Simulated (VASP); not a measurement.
# Al4NiPd3 (Im-3m) in VASP: notebook

The runs below take Al4NiPd3 through single point, with PBE.

Program: VASP 6.6.1. These are calculated values, not measurements. Logs are shortened: lines on timing, memory, paths and dates and some standing lists are left out, and cuts for length are marked.

## 1. The cell of the first run

The structure is cubic, space group Im-3m (No. 229). Conventional cell: a = 6.075 Å, b = 6.075 Å, c = 6.075 Å, α = 90.00°, β = 90.00°, γ = 90.00°. Within 3.5 Å of Al (site symmetry -3m) lie 2 Ni at 2.63 Å and 6 Pd at 2.63 Å and 6 Al at 3.04 Å. Within 3.5 Å of Ni (site symmetry m-3m) lie 8 Al at 2.63 Å and 6 Pd at 3.04 Å. Within 3.5 Å of Pd (site symmetry 4/mmm) lie 8 Al at 2.63 Å and 2 Ni at 3.04 Å and 4 Pd at 3.04 Å.

## 2. Single point, PBE

File INCAR:

```
PREC = Accurate
ENCUT = 520
EDIFF = 1E-7
ISMEAR = 0
SIGMA = 0.1
LREAL = False
LASPH = True
NELM = 100
ALGO = Fast
ISIF = 2
LWAVE = False
LCHARG = False
GGA = PE
NBANDS = 36
```

File KPOINTS:

```
regular mesh
0
Gamma
  4 4 4
```

File POSCAR:

```
Al4NiPd3
1.0
   -3.0373203000      3.0373203000      3.0373203000
    3.0373203000     -3.0373203000      3.0373203000
    3.0373203000      3.0373203000     -3.0373203000
Al Ni Pd
4 1 3
Direct
    0.5000000000      0.5000000000      0.5000000000
    0.0000000000      0.5000000000      0.0000000000
    0.5000000000      0.0000000000      0.0000000000
    0.0000000000      0.0000000000      0.5000000000
    0.0000000000      0.0000000000      0.0000000000
    0.5000000000      0.0000000000      0.5000000000
    0.0000000000      0.5000000000      0.5000000000
    0.5000000000      0.5000000000      0.0000000000
```

Potentials or basis: VASP PAW PBE potentials, release 64 (Al, Ni, Pd).

The run is started by

```sh
cat potpaw_PBE.64/Al/POTCAR potpaw_PBE.64/Ni/POTCAR potpaw_PBE.64/Pd/POTCAR > POTCAR
mpirun -np 1 vasp_std > vasp.out
```

OUTCAR:

```text
PREC = Accurate
   ENCUT = 520
   EDIFF = 1E-7
   ISMEAR = 0
   LREAL = False
   LASPH = True
   NELM = 100
   ISIF = 2
   GGA = PE

 ion  position               nearest neighbor table
   1  0.500  0.500  0.500-   5 2.63   6 2.63   7 2.63   8 2.63   8 2.63   6 2.63   7 2.63   5 2.63
                             4 3.04   3 3.04   2 3.04   2 3.04   4 3.04   3 3.04
   2  0.000  0.500  0.000-   5 2.63   6 2.63   7 2.63   8 2.63   7 2.63   5 2.63   8 2.63   6 2.63
                             4 3.04   4 3.04   1 3.04   1 3.04   3 3.04   3 3.04
   3  0.500  0.000  0.000-   5 2.63   6 2.63   7 2.63   8 2.63   6 2.63   8 2.63   5 2.63   7 2.63
                             4 3.04   1 3.04   1 3.04   4 3.04   2 3.04   2 3.04
   4  0.000  0.000  0.500-   5 2.63   6 2.63   7 2.63   8 2.63   5 2.63   7 2.63   6 2.63   8 2.63
                             3 3.04   2 3.04   1 3.04   3 3.04   1 3.04   2 3.04
   5  0.000  0.000  0.000-   1 2.63   2 2.63   3 2.63   4 2.63   4 2.63   2 2.63   3 2.63   1 2.63
                             7 3.04   7 3.04   8 3.04   6 3.04   8 3.04   6 3.04
   6  0.500  0.000  0.500-   1 2.63   2 2.63   3 2.63   4 2.63   3 2.63   1 2.63   4 2.63   2 2.63
                             7 3.04   8 3.04   8 3.04   5 3.04   7 3.04   5 3.04
   7  0.000  0.500  0.500-   1 2.63   2 2.63   3 2.63   4 2.63   2 2.63   4 2.63   1 2.63   3 2.63
                             6 3.04   5 3.04   8 3.04   8 3.04   6 3.04   5 3.04
   8  0.500  0.500  0.000-   1 2.63   2 2.63   3 2.63   4 2.63   1 2.63   3 2.63   2 2.63   4 2.63
                             6 3.04   6 3.04   7 3.04   7 3.04   5 3.04   5 3.04

  LATTYP: Found a body centered cubic cell.
 ALAT       =     6.0746406000

  Lattice vectors:

 A1 = (  -3.0373203000,   3.0373203000,   3.0373203000)
 A2 = (   3.0373203000,  -3.0373203000,   3.0373203000)
 A3 = (   3.0373203000,   3.0373203000,  -3.0373203000)

Analysis of symmetry for initial positions (statically):
=====================================================================
 Subroutine PRICEL returns:
 Original cell was already a primitive cell.

 Routine SETGRP: Setting up the symmetry group for a
 body centered cubic supercell.

 Subroutine GETGRP returns: Found 48 space group operations
 (whereof 48 operations were pure point group operations)
 out of a pool of 48 trial point group operations.

The static configuration has the point symmetry O_h .

Analysis of symmetry for dynamics (positions and initial velocities):
=====================================================================
 Subroutine PRICEL returns:
 Original cell was already a primitive cell.

 Routine SETGRP: Setting up the symmetry group for a
 body centered cubic supercell.

 Subroutine GETGRP returns: Found 48 space group operations
 (whereof 48 operations were pure point group operations)
 out of a pool of 48 trial point group operations.

The dynamic configuration has the point symmetry O_h .

 Subroutine INISYM returns: Found 48 space group operations
 (whereof 48 operations are pure point group operations),
 and found     1 'primitive' translations

----------------------------------------------------------------------------------------

                                     Primitive cell

  volume of cell :     112.0809

  direct lattice vectors                    reciprocal lattice vectors
    -3.037320300  3.037320300  3.037320300     0.000000000  0.164618792  0.164618792
     3.037320300 -3.037320300  3.037320300     0.164618792  0.000000000  0.164618792
     3.037320300  3.037320300 -3.037320300     0.164618792  0.164618792  0.000000000

  length of vectors
     5.260793078  5.260793078  5.260793078     0.232806129  0.232806129  0.232806129

  position of ions in fractional coordinates (direct lattice)
     0.500000000  0.500000000  0.500000000
     0.000000000  0.500000000  0.000000000
     0.500000000  0.000000000  0.000000000
     0.000000000  0.000000000  0.500000000
     0.000000000  0.000000000  0.000000000
     0.500000000  0.000000000  0.500000000
     0.000000000  0.500000000  0.500000000
     0.500000000  0.500000000  0.000000000

  ion indices of the primitive-cell ions
   primitive index   ion index
                 1           1
                 2           2
                 3           3
                 4           4
                 5           5
                 6           6
                 7           7
                 8           8

----------------------------------------------------------------------------------------

 KPOINTS: regular mesh

Automatic generation of k-mesh.
 Grid dimensions read from file:
 generate k-points for:    4    4    4

 Generating k-lattice:

  Cartesian coordinates                     Fractional coordinates (reciprocal lattice)
     0.000000000  0.041154698  0.041154698     0.250000000  0.000000000  0.000000000
     0.041154698  0.000000000  0.041154698     0.000000000  0.250000000  0.000000000
     0.041154698  0.041154698  0.000000000     0.000000000  0.000000000  0.250000000

  Length of vectors
     0.058201532  0.058201532  0.058201532

  Shift w.r.t. Gamma in fractional coordinates (k-lattice)
     0.000000000  0.000000000  0.000000000

 Subroutine IBZKPT returns following result:
 ===========================================

 Found      8 irreducible k-points:

 Following reciprocal coordinates:
            Coordinates               Weight
  0.000000  0.000000  0.000000      1.000000
  0.250000  0.000000  0.000000     12.000000
  0.500000  0.000000  0.000000      6.000000
  0.250000  0.250000  0.000000     24.000000
  0.250000  0.250000  0.250000      2.000000
 -0.250000  0.250000  0.250000      6.000000
  0.500000  0.500000  0.250000     12.000000
  0.500000  0.500000  0.500000      1.000000
   k-points           NKPTS =      8   k-points in BZ     NKDIM =      8   number of bands    NBANDS=     36
   number of dos      NEDOS =    301   number of ions     NIONS =      8
   total plane-waves  NPLWV =  64000
   dimension x,y,z NGX =    40 NGY =   40 NGZ =   40
   dimension x,y,z NGXF=    80 NGYF=   80 NGZF=   80
   ions per type =               4   1   3
   NGX,Y,Z   is equivalent  to a cutoff of  12.64, 12.64, 12.64 a.u.
   NGXF,Y,Z  is equivalent  to a cutoff of  25.28, 25.28, 25.28 a.u.
 SYSTEM =  unknown system
   PREC   = accura    normal or accurate (medium, high low for compatibility)
   ISTART =      0    job   : 0-new  1-cont  2-samecut
   ICHARG =      2    charge: 1-file 2-atom 10-const
   ISPIN  =      1    spin polarized calculation?
   LNONCOLLINEAR =      F non collinear calculations
   LSORBIT =      F    spin-orbit coupling
   LASPH  =      T    aspherical Exc in radial PAW
   ENCUT  =  520.0 eV  38.22 Ry    6.18 a.u.   9.78  9.78  9.78*2*pi/ulx,y,z
   NELM   =    100;   NELMIN=  2; NELMDL= -5     # of ELM steps
   EDIFF  = 0.1E-06   stopping-criterion for ELM
   LREAL  =      F    real-space projection
   EDIFFG = 0.1E-05   stopping-criterion for IOM
   NSW    =      0    number of steps for IOM
   IBRION =     -1    ionic relax: 0-MD 1-quasi-New 2-CG
   NFREE  =      0    steps in history (QN), initial steepest desc. (CG)
   ISIF   =      2    stress and relaxation
   ISYM   =      2    0-nonsym 1-usesym 2-fastsym
   POTIM  = 0.5000    time-step for ionic-motion
   TEBEG  =    0.0;   TEEND  =   0.0 temperature during run
   PSTRESS=    0.0 pullay stress
   NELECT =      52.0000    total number of electrons
   NUPDOWN=      -1.0000    fix difference up-down
   EMIN   =  10.00;   EMAX   =-10.00  energy-range for DOS
   EFERMI =   0.00;   METHOD = LEGACY
   ISMEAR =     0;   SIGMA  =   0.10  broadening in eV -4-tet -1-fermi 0-gaus
   EFERMI_NEDOS =   21; number of points for ismear=-14 and -15
   IALGO  =     68    algorithm
   IMIX   =      4    mixing-type and parameters
     AMIX     =   0.40;   BMIX     =  1.00
     AMIX_MAG =   1.60;   BMIX_MAG =  1.00
  volume/ion in A,a.u.               =      14.01        94.54
  Fermi-wavevector in a.u.,A,eV,Ry     =   1.267356  2.394956 21.853565  1.606192
  Thomas-Fermi vector in A             =   2.400508
   LORBIT       =      0    0 simple, 1 ext, 2 COOP (PROOUT), +10 PAW based schemes
   GGA     = PE    functional components
   LHFCALC =     F    Hartree Fock is set to
   AEXX    =    0.0000 exact exchange contribution
   IVDW    =     0    specifies the selected vdW correction
   LEPSILON=     F    determine dielectric tensor
   LRPA    =     F    only Hartree local field effects (RPA)
 non-spin polarized calculation
 RMM-DIIS sequential band-by-band and
 Gauss-broadening in eV      SIGMA  =   0.10
  energy-cutoff  :      520.00
  volume of cell :      112.08
 maximum number of plane-waves:      3044
   NGX = 19   NGY = 19   NGZ = 19

 number of electron      52.0000002 magnetization

 Free energy of the ion-electron system (eV)
  ---------------------------------------------------
  ext. energy  EPLUGINS =         0.00000000
  ---------------------------------------------------
  free energy    TOTEN  =       -42.32556628 eV

  energy without entropy =      -42.29041440  energy(sigma->0) =      -42.30799034

 E-fermi :  10.1002     XC(G=0): -11.9383

 val. band max:       10.0900064627   @ k =   0.2500   0.2500   0.0000
 cond. band min:      10.3637715742   @ k =   0.5000   0.5000   0.2500
 fundamental gap:      0.2737651114
 Fermi energy:        10.1001809528

 k-point     1 :       0.0000    0.0000    0.0000
  band No.  band energies     occupation
      1      -0.4015      2.00000
      2       3.3763      2.00000
      3       3.3763      2.00000
      4       3.3763      2.00000
      5       5.0336      2.00000
      6       5.0336      2.00000
[... 28 lines left out ...]
     35      14.7551      0.00000
     36      14.7551      0.00000

 k-point     2 :       0.2500    0.0000    0.0000
  band No.  band energies     occupation
      1       0.1346      2.00000
      2       3.1869      2.00000
      3       3.4274      2.00000
      4       3.6209      2.00000
      5       4.9084      2.00000
      6       5.1270      2.00000
[... 226 lines left out ...]
 k-point     8 :       0.5000    0.5000    0.5000
  band No.  band energies     occupation
      1       3.2265      2.00000
      2       3.3515      2.00000
      3       3.3515      2.00000
      4       3.4706      2.00000
      5       3.4706      2.00000
      6       3.4706      2.00000
[... 28 lines left out ...]
     35      17.1406      0.00000
     36      17.1408      0.00000

------------------------ aborting loop because EDIFF is reached ----------------------------------------

  FORCE on cell =-STRESS in cart. coord.  units (eV):
  Direction    XX          YY          ZZ          XY          YZ          ZX
  --------------------------------------------------------------------------------------
  -------------------------------------------------------------------------------------
  Total        0.2044886      0.2044886      0.2044886      0.0000000      0.0000000      0.0000000
  in kB        2.9231286      2.9231286      2.9231286      0.0000000      0.0000000      0.0000000
  external PRESSURE =       2.9231286 kB  Pullay stress =       0.0000000 kB

 VOLUME and BASIS-vectors are now :
 -----------------------------------------------------------------------------
  energy-cutoff  :      520.00
  volume of cell :      112.08
      direct lattice vectors                 reciprocal lattice vectors
    -3.037320300  3.037320300  3.037320300     0.000000000  0.164618792  0.164618792
     3.037320300 -3.037320300  3.037320300     0.164618792  0.000000000  0.164618792
     3.037320300  3.037320300 -3.037320300     0.164618792  0.164618792  0.000000000

 POSITION                                       TOTAL-FORCE (eV/Angst)
 -----------------------------------------------------------------------------------
      1.51866      1.51866      1.51866        -0.000000     -0.000000      0.000000
      1.51866     -1.51866      1.51866        -0.000000     -0.000000      0.000000
     -1.51866      1.51866      1.51866        -0.000000     -0.000000      0.000000
      1.51866      1.51866     -1.51866        -0.000000     -0.000000      0.000000
      0.00000      0.00000      0.00000        -0.000000     -0.000000      0.000000
      0.00000      3.03732      0.00000        -0.000000      0.000000     -0.000000
      3.03732      0.00000      0.00000         0.000000     -0.000000     -0.000000
      0.00000      0.00000      3.03732         0.000000     -0.000000     -0.000000
 -----------------------------------------------------------------------------------
    total drift:                               -0.000000     -0.000000      0.000000

  FREE ENERGIE OF THE ION-ELECTRON SYSTEM (eV)
  ---------------------------------------------------
  free  energy   TOTEN  =       -42.3255662826 eV

  energy  without entropy=      -42.2904143978  energy(sigma->0) =      -42.30799034
```

Wall time 51 s (1 thread of AMD EPYC 7R43 (Zen 3), shared host); peak memory 0.21 GiB.

Results:

* Free energy: -42.3256 eV
* Pressure: 0.3 GPa
* Band gap on the k mesh: zero (bands 26 and 27 overlap by 3.52 eV)

Levels at points of the mesh, in eV from the Fermi level:
| k point | band 23 | band 24 | band 25 | band 26 | band 27 | band 28 | band 29 | band 30 |
| --- | --- | --- | --- | --- | --- | --- | --- | --- |
| (0.00, 0.00, 0.00) | -1.72 | -1.72 | -1.72 | -1.20 | -1.20 | 1.73 | 2.03 | 2.03 |
| (0.50, 0.00, 0.00) | -1.66 | -1.13 | -0.79 | -0.59 | 1.00 | 1.16 | 2.32 | 2.83 |
| (0.50, 0.50, 0.50) | -1.54 | -1.06 | -0.69 | -0.69 | 1.61 | 2.33 | 2.33 | 2.33 |

Caveat: the k points lie up to 0.37 Å⁻¹ apart, too coarse for converged energies and pressures of a metal. Spin polarisation is off, so any magnetic state and its effect on volume and gap are missing.

(Continued in part 2 of 2.)
